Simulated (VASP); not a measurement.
# RbCl7 (Fm-3m) in VASP: single point with PBE

Aim: the single point of RbCl7 with PBE.

Program: VASP 6.6.1. These are calculated values, not measurements. Logs are shortened: lines on timing, memory, paths and dates and some standing lists are left out, and cuts for length are marked.

## 1. The cell of the first run

The structure is cubic, space group Fm-3m (No. 225). Conventional cell: a = 9.233 Å, b = 9.233 Å, c = 9.233 Å, α = 90.00°, β = 90.00°, γ = 90.00°. Rb (site symmetry m-3m) has 12 Cl at 3.26 Å within 4.3 Å. Within 4.3 Å of Cl (site symmetry mmm) lie 2 Rb at 3.26 Å and 10 Cl at 3.26 Å. Within 4.3 Å of Cl (site symmetry m-3m) lie 12 Cl at 3.26 Å.

## 2. Single point, PBE

INCAR

```
PREC     = Accurate       # precision mode
ENCUT    = 500            # plane-wave cutoff, eV
EDIFF    = 1E-6           # SCF threshold, eV
ISMEAR   = 0              # smearing method
SIGMA    = 0.1            # smearing width, eV
LREAL    = F              # projectors in reciprocal space
LASPH    = T              # aspherical terms in the spheres
NELM     = 120            # most SCF steps
ALGO     = Normal         # electronic algorithm
ISIF     = 2              # what is computed and relaxed
LWAVE    = F              # write WAVECAR
LCHARG   = F              # write CHGCAR
GGA      = PE             # functional
NBANDS   = 39             # bands
GGA_COMPAT= F
```

KPOINTS

```
Automatic mesh
0
Gamma
  8 8 8
```

POSCAR

```
RbCl7
1.0
    0.0000000000      4.6167333317      4.6167333317
    4.6167333317      0.0000000000      4.6167333317
    4.6167333317      4.6167333317      0.0000000000
Rb Cl
1 7
Direct
    0.0000000000      0.0000000000      0.0000000000
    0.5000000000      0.0000000000      0.0000000000
    0.0000000000      0.5000000000      0.5000000000
    0.0000000000      0.5000000000      0.0000000000
    0.5000000000      0.0000000000      0.5000000000
    0.0000000000      0.0000000000      0.5000000000
    0.5000000000      0.5000000000      0.0000000000
    0.5000000000      0.5000000000      0.5000000000
```

Potentials or basis: VASP PAW PBE potentials, release 64 (Rb_sv, Cl).

Run with:

```sh
cat potpaw_PBE.64/Rb_sv/POTCAR potpaw_PBE.64/Cl/POTCAR > POTCAR
mpirun -np 1 vasp_std > vasp.out
```

OUTCAR:

```text
PREC = Accurate
   ENCUT = 500
   EDIFF = 1E-6
   ISMEAR = 0
   LREAL = F
   LASPH = T
   NELM = 120
   ISIF = 2
   GGA = PE

 ion  position               nearest neighbor table
   1  0.000  0.000  0.000-   2 3.26   4 3.26   6 3.26   3 3.26   5 3.26   6 3.26   3 3.26   4 3.26
                             7 3.26   2 3.26   5 3.26   7 3.26
   2  0.500  0.000  0.000-   1 3.26   1 3.26
   3  0.000  0.500  0.500-   1 3.26   1 3.26
   4  0.000  0.500  0.000-   1 3.26   1 3.26
   5  0.500  0.000  0.500-   1 3.26   1 3.26
   6  0.000  0.000  0.500-   1 3.26   1 3.26
   7  0.500  0.500  0.000-   1 3.26   1 3.26
   8  0.500  0.500  0.500-

  LATTYP: Found a face centered cubic cell.
 ALAT       =     9.2334666634

  Lattice vectors:

 A1 = (   0.0000000000,   4.6167333317,   4.6167333317)
 A2 = (   4.6167333317,   0.0000000000,   4.6167333317)
 A3 = (   4.6167333317,   4.6167333317,   0.0000000000)

Analysis of symmetry for initial positions (statically):
=====================================================================
 Subroutine PRICEL returns:
 Original cell was already a primitive cell.

 Routine SETGRP: Setting up the symmetry group for a
 face centered cubic supercell.

 Subroutine GETGRP returns: Found 48 space group operations
 (whereof 48 operations were pure point group operations)
 out of a pool of 48 trial point group operations.

The static configuration has the point symmetry O_h .

Analysis of symmetry for dynamics (positions and initial velocities):
=====================================================================
 Subroutine PRICEL returns:
 Original cell was already a primitive cell.

 Routine SETGRP: Setting up the symmetry group for a
 face centered cubic supercell.

 Subroutine GETGRP returns: Found 48 space group operations
 (whereof 48 operations were pure point group operations)
 out of a pool of 48 trial point group operations.

The dynamic configuration has the point symmetry O_h .

 Subroutine INISYM returns: Found 48 space group operations
 (whereof 48 operations are pure point group operations),
 and found     1 'primitive' translations

----------------------------------------------------------------------------------------

                                     Primitive cell

  volume of cell :     196.8042

  direct lattice vectors                    reciprocal lattice vectors
     0.000000000  4.616733332  4.616733332    -0.108301685  0.108301685  0.108301685
     4.616733332  0.000000000  4.616733332     0.108301685 -0.108301685  0.108301685
     4.616733332  4.616733332  0.000000000     0.108301685  0.108301685 -0.108301685

  length of vectors
     6.529046892  6.529046892  6.529046892     0.187584021  0.187584021  0.187584021

  position of ions in fractional coordinates (direct lattice)
     0.000000000  0.000000000  0.000000000
     0.500000000  0.000000000  0.000000000
     0.000000000  0.500000000  0.500000000
     0.000000000  0.500000000  0.000000000
     0.500000000  0.000000000  0.500000000
     0.000000000  0.000000000  0.500000000
     0.500000000  0.500000000  0.000000000
     0.500000000  0.500000000  0.500000000

  ion indices of the primitive-cell ions
   primitive index   ion index
                 1           1
                 2           2
                 3           3
                 4           4
                 5           5
                 6           6
                 7           7
                 8           8

----------------------------------------------------------------------------------------

 KPOINTS: Automatic mesh

Automatic generation of k-mesh.
 Grid dimensions read from file:
 generate k-points for:    8    8    8

 Generating k-lattice:

  Cartesian coordinates                     Fractional coordinates (reciprocal lattice)
    -0.013537711  0.013537711  0.013537711     0.125000000  0.000000000  0.000000000
     0.013537711 -0.013537711  0.013537711     0.000000000  0.125000000  0.000000000
     0.013537711  0.013537711 -0.013537711     0.000000000  0.000000000  0.125000000

  Length of vectors
     0.023448003  0.023448003  0.023448003

  Shift w.r.t. Gamma in fractional coordinates (k-lattice)
     0.000000000  0.000000000  0.000000000

 Subroutine IBZKPT returns following result:
 ===========================================

 Found     29 irreducible k-points:

 Following reciprocal coordinates:
            Coordinates               Weight
  0.000000  0.000000  0.000000      1.000000
  0.125000  0.000000  0.000000      8.000000
  0.250000  0.000000  0.000000      8.000000
  0.375000  0.000000  0.000000      8.000000
  0.500000  0.000000  0.000000      4.000000
  0.125000  0.125000  0.000000      6.000000
[... 16 lines left out ...]
  0.500000  0.250000  0.125000     48.000000
 -0.375000  0.250000  0.125000     24.000000
 [... further k-points ...]
   k-points           NKPTS =     29   k-points in BZ     NKDIM =     29   number of bands    NBANDS=     39
   number of dos      NEDOS =    301   number of ions     NIONS =      8
   total plane-waves  NPLWV = 110592
   dimension x,y,z NGX =    48 NGY =   48 NGZ =   48
   dimension x,y,z NGXF=    96 NGYF=   96 NGZF=   96
   ions per type =               1   7
   NGX,Y,Z   is equivalent  to a cutoff of  12.22, 12.22, 12.22 a.u.
   NGXF,Y,Z  is equivalent  to a cutoff of  24.44, 24.44, 24.44 a.u.
 SYSTEM =  unknown system
   PREC   = accura    normal or accurate (medium, high low for compatibility)
   ISTART =      0    job   : 0-new  1-cont  2-samecut
   ICHARG =      2    charge: 1-file 2-atom 10-const
   ISPIN  =      1    spin polarized calculation?
   LNONCOLLINEAR =      F non collinear calculations
   LSORBIT =      F    spin-orbit coupling
   LASPH  =      T    aspherical Exc in radial PAW
   ENCUT  =  500.0 eV  36.75 Ry    6.06 a.u.  11.90 11.90 11.90*2*pi/ulx,y,z
   NELM   =    120;   NELMIN=  2; NELMDL= -5     # of ELM steps
   EDIFF  = 0.1E-05   stopping-criterion for ELM
   LREAL  =      F    real-space projection
   EDIFFG = 0.1E-04   stopping-criterion for IOM
   NSW    =      0    number of steps for IOM
   IBRION =     -1    ionic relax: 0-MD 1-quasi-New 2-CG
   NFREE  =      0    steps in history (QN), initial steepest desc. (CG)
   ISIF   =      2    stress and relaxation
   ISYM   =      2    0-nonsym 1-usesym 2-fastsym
   POTIM  = 0.5000    time-step for ionic-motion
   TEBEG  =    0.0;   TEEND  =   0.0 temperature during run
   PSTRESS=    0.0 pullay stress
   NELECT =      58.0000    total number of electrons
   NUPDOWN=      -1.0000    fix difference up-down
   EMIN   =  10.00;   EMAX   =-10.00  energy-range for DOS
   EFERMI =   0.00;   METHOD = LEGACY
   ISMEAR =     0;   SIGMA  =   0.10  broadening in eV -4-tet -1-fermi 0-gaus
   EFERMI_NEDOS =   21; number of points for ismear=-14 and -15
   IALGO  =     38    algorithm
   IMIX   =      4    mixing-type and parameters
     AMIX     =   0.40;   BMIX     =  1.00
     AMIX_MAG =   1.60;   BMIX_MAG =  1.00
  volume/ion in A,a.u.               =      24.60       166.01
  Fermi-wavevector in a.u.,A,eV,Ry     =   1.089447  2.058756 16.148679  1.186894
  Thomas-Fermi vector in A             =   2.225650
   LORBIT       =      0    0 simple, 1 ext, 2 COOP (PROOUT), +10 PAW based schemes
   GGA     = PE    functional components
   LHFCALC =     F    Hartree Fock is set to
   AEXX    =    0.0000 exact exchange contribution
   IVDW    =     0    specifies the selected vdW correction
   LEPSILON=     F    determine dielectric tensor
   LRPA    =     F    only Hartree local field effects (RPA)
 non-spin polarized calculation
 Gauss-broadening in eV      SIGMA  =   0.10
  energy-cutoff  :      500.00
  volume of cell :      196.80
 maximum number of plane-waves:      5044
   NGX = 23   NGY = 23   NGZ = 23

 number of electron      58.0000010 magnetization

 Free energy of the ion-electron system (eV)
  ---------------------------------------------------
  ext. energy  EPLUGINS =         0.00000000
  ---------------------------------------------------
  free energy    TOTEN  =       -12.11038603 eV

  energy without entropy =      -12.02219022  energy(sigma->0) =      -12.06628813

 E-fermi :   0.2484     XC(G=0):  -8.9168

 val. band max:        0.2464792513   @ k =   0.5000   0.2500   0.1250
 cond. band min:       0.2530725679   @ k =   0.5000   0.5000   0.0000
 fundamental gap:      0.0065933166
 Fermi energy:         0.2484080841

 k-point     1 :       0.0000    0.0000    0.0000
  band No.  band energies     occupation
      1     -23.4404      2.00000
      2     -14.0364      2.00000
      3     -13.0367      2.00000
      4     -13.0367      2.00000
      5     -13.0367      2.00000
      6     -12.8297      2.00000
[... 31 lines left out ...]
     38       8.7650      0.00000
     39       8.8296      0.00000

 k-point     2 :       0.1250    0.0000    0.0000
  band No.  band energies     occupation
      1     -23.4402      2.00000
      2     -14.0067      2.00000
      3     -13.0778      2.00000
      4     -13.0244      2.00000
      5     -13.0244      2.00000
      6     -12.8399      2.00000
[... 31 lines left out ...]
     38       8.9291      0.00000
     39       9.0064      0.00000

 k-point     3 :       0.2500    0.0000    0.0000
  band No.  band energies     occupation
      1     -23.4398      2.00000
      2     -13.9211      2.00000
      3     -13.1959      2.00000
      4     -12.9884      2.00000
      5     -12.9884      2.00000
      6     -12.8588      2.00000
[... 31 lines left out ...]
     38       9.4008      0.00000
     39       9.4509      0.00000

 k-point     4 :       0.3750    0.0000    0.0000
  band No.  band energies     occupation
      1     -23.4394      2.00000
      2     -13.7930      2.00000
      3     -13.3593      2.00000
      4     -12.9320      2.00000
      5     -12.9320      2.00000
      6     -12.8735      2.00000
[... 31 lines left out ...]
     38      10.0079      0.00000
     39      10.0079      0.00000
[... 754 lines left out ...]
     38       9.8107      0.00000
     39       9.9358      0.00000

 k-point    23 :       0.5000    0.2500    0.1250
  band No.  band energies     occupation
      1     -23.4391      2.00000
      2     -13.7182      2.00000
      3     -13.3228      2.00000
      4     -13.1112      2.00000
      5     -12.9730      2.00000
      6     -12.8640      2.00000
[... 31 lines left out ...]
     38      10.3283      0.00000
     39      10.4552      0.00000

 k-point    24 :      -0.3750    0.2500    0.1250
  band No.  band energies     occupation
      1     -23.4390      2.00000
      2     -13.6131      2.00000
      3     -13.4397      2.00000
      4     -13.1076      2.00000
      5     -12.9910      2.00000
      6     -12.8382      2.00000
[... 31 lines left out ...]
     38      10.5853      0.00000
     39      10.7782      0.00000

 [... further k-points ...]
[... 5 lines left out ...]
  --------------------------------------------------------------------------------------
  -------------------------------------------------------------------------------------
  Total       -0.0621812     -0.0621812     -0.0621812     -0.0000000      0.0000000      0.0000000
  in kB       -0.5062154     -0.5062154     -0.5062154     -0.0000000      0.0000000      0.0000000
  external PRESSURE =      -0.5062154 kB  Pullay stress =       0.0000000 kB

 VOLUME and BASIS-vectors are now :
 -----------------------------------------------------------------------------
  energy-cutoff  :      500.00
  volume of cell :      196.80
      direct lattice vectors                 reciprocal lattice vectors
     0.000000000  4.616733332  4.616733332    -0.108301685  0.108301685  0.108301685
     4.616733332  0.000000000  4.616733332     0.108301685 -0.108301685  0.108301685
     4.616733332  4.616733332  0.000000000     0.108301685  0.108301685 -0.108301685

 POSITION                                       TOTAL-FORCE (eV/Angst)
 -----------------------------------------------------------------------------------
      0.00000      0.00000      0.00000        -0.000000      0.000000      0.000000
      0.00000      2.30837      2.30837        -0.000000      0.000000      0.000000
      4.61673      2.30837      2.30837         0.000000     -0.000000     -0.000000
      2.30837      0.00000      2.30837         0.000000      0.000000      0.000000
      2.30837      4.61673      2.30837         0.000000     -0.000000     -0.000000
      2.30837      2.30837      0.00000        -0.000000      0.000000      0.000000
      2.30837      2.30837      4.61673         0.000000      0.000000     -0.000000
      4.61673      4.61673      4.61673         0.000000     -0.000000     -0.000000
 -----------------------------------------------------------------------------------
    total drift:                                0.000000      0.000000      0.000000

  FREE ENERGIE OF THE ION-ELECTRON SYSTEM (eV)
  ---------------------------------------------------
  free  energy   TOTEN  =       -12.1103860335 eV

  energy  without entropy=      -12.0221902222  energy(sigma->0) =      -12.06628813
```

It took 3.9 min on 1 thread of AMD EPYC 7R13 (Zen 3), shared host; peak memory 0.37 GiB.

Results:

```yaml
Free_energy: -12.1104 eV
Pressure: -0.1 GPa
Band_gap_on_the_k_mesh: zero (band 29 reaches 0.40 eV, above the bottom of band 30 at 0.10 eV)
```
